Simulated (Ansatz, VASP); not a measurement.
**One calculation of Pb, two programs**

```
Pb
1.0
     3.34475    0.00000    0.00000
     0.00000    3.34475    0.00000
     0.00000    0.00000    3.34475
Pb
1
Direct
  0.00000 0.00000 0.00000
```

Alike in both runs: functional BLYP; k mesh 10 × 10 × 10; occupations fermi-dirac, width 0.1 eV; no spin polarisation.

Ansatz relaxed the structure, and its values are those at the end. VASP's run is a single point on that final structure, the one shown.

|  | VASP | Ansatz |
| --- | --- | --- |
| version | VASP 6.6.1 | Ansatz 0.2.0 |
| potentials or method | VASP PAW PBE potentials, release 64 (Pb_d), cutoff 520 eV | plane waves (420 eV) with PAW, scalar-relativistic |
| valence electrons in the cell | 14 | 14 |

```tsv
	VASP	Ansatz	Ansatz less VASP
pressure (GPa)	0.0	0.0	-0.03
```

VASP's potentials were made for PBE, not for BLYP.

Neither program's run includes spin-orbit coupling.
